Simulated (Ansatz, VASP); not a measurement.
One calculation of TiCo, two programs

```xyz
2
Lattice="2.9861 0.0000 0.0000 0.0000 2.9861 0.0000 0.0000 0.0000 2.9861" Properties=species:S:1:pos:R:3 pbc="T T T"
Ti    0.0000    0.0000    0.0625
Co    1.4931    1.4931    1.4931
```

Change from the starting cell: all Ti atoms moved +0.062 Å, as atom 1 along Cartesian [0 0 1].

Alike in both runs: task single point; functional PBEsol; k mesh 16 × 16 × 16; occupations gaussian, width 0.15 eV; collinear spin.

```csv
,VASP,Ansatz
version,VASP 6.6.1,Ansatz 0.2.0
potentials or method,"VASP PAW PBE potentials, release 64 (Ti_sv, Co), cutoff 520 eV","scalar-relativistic, plane waves, PAW"
valence electrons in the cell,21,29
```

```tsv
	VASP	Ansatz	Ansatz less VASP
gap on the k mesh at the Fermi level (eV)	none	none	-
pressure (GPa)	-7.9	-7.4	+0.47
traceless stress, the component that is largest in VASP (GPa)	-0.07	-0.07	+0.006
rms of the force components (eV/Å)	0.158	0.161	+0.0038
net moment per atom (μB)	0.38	0.40	+0.019
size of the moment on the site where the two differ most (μB)	0.82	0.88	+0.055
```

VASP's potentials were made for PBE, not for PBEsol. Site moments also hang on the region over which each program counts them. Atom by atom the forces differ by 0.004 eV/Å (rms over components). A gap of «none» marks a metal or a gap that the smearing closes. With one functional, cell and mesh, what is left measures potentials, basis and numerics. VASP's potentials hold 21 valence electrons a cell and Ansatz's 29, so a difference there can come from the potentials and not from the codes.
